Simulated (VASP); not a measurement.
Pt, 1 atom in the cell. It takes space group Fm-3m (No. 225, cubic). The conventional cell has a = 3.967 Å, b = 3.967 Å, c = 3.967 Å, α = 90.00°, β = 90.00°, γ = 90.00°. Pt (site symmetry m-3m) has 12 Pt at 2.81 Å within 3.7 Å. 

* Program: VASP 6.6.1
* Task: relaxation of cell and atoms
* Functional: PBE
* Potentials or basis: VASP PAW PBE potentials, release 64 (Pt)
* Cutoff: 600 eV
* k mesh: 18 × 18 × 18
* Occupations: gaussian, width 0.1 eV
* Spin: no spin polarisation
* Dipole correction: no
* Further INCAR settings: ALGO = Normal; EDIFF = 1e-07; IBRION = 2; EDIFFG = -0.005; NSW = 100; ISIF = 3

Potentials or basis: VASP PAW PBE potentials, release 64 (Pt).

Run with:

```console
$ cat potpaw_PBE.64/Pt/POTCAR > POTCAR
$ mpirun -np 1 vasp_std > vasp.out
```

Hardware: 1 thread of Intel(R) Xeon(R) 6975P-C (Granite Rapids), on a shared host.

Question: Estimate the wall time of this run.

Answer: It took 20 s on 1 thread of Intel(R) Xeon(R) 6975P-C (Granite Rapids), on a shared host, peak memory 0.17 GiB. Counts: scf iterations 22, k points 195, ion steps 3.
